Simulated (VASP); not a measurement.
Runs of VASP 6.6.1 on SrTeO. The structure is that of space group I4mm (No. 107), or close to it. The cells are those of the table. 

| task | cell | k mesh | cutoff (eV) | smearing | gap on the mesh (eV) | pressure (GPa) | largest force (eV/Å) |
| --- | --- | --- | --- | --- | --- | --- | --- |
| single point | a = 5.606 Å, angles 131.2, 131.2, 71.4°, 3 atoms | 8 × 8 × 8 | 520 | gaussian 0.01 eV | 0.92 | 0.3 | 0.15 |
| single point | a = 4.722 Å, angles 129.0, 129.0, 74.9°, 3 atoms | 6 × 6 × 6 | 520 | gaussian 0.1 eV | none | (a) | 25.92 |
| relaxation of cell and atoms | relaxed from a = 5.599 Å, angles 131.2, 131.2, 71.6°, 3 atoms | 8 × 8 × 8 | 600 | gaussian 0.02 eV | 0.90 | 0.0 | - |
| single point | a = 5.610 Å, angles 131.3, 131.3, 71.3°, 3 atoms | 8 × 8 × 8 | 520 | gaussian 0.02 eV | 0.92 | 0.3 | 0.15 |

Alike in all rows: level LDA; potentials or basis VASP PAW LDA potentials, release 64 (Sr_sv, Te, O); no spin polarisation.

Estimate the missing entries.

(a) 43.2.

Caveats: some runs use coarse meshes; spin-orbit coupling is left out, which moves the levels of the heavy elements; forces of over 1 eV/Å act on the atoms, so gaps and moduli don't describe the material at rest (some runs).

A k mesh can miss the band edges, and the runs leave out spin-orbit coupling on Sr, Te.

A gap of «none» marks levels without a gap at the run's occupations.
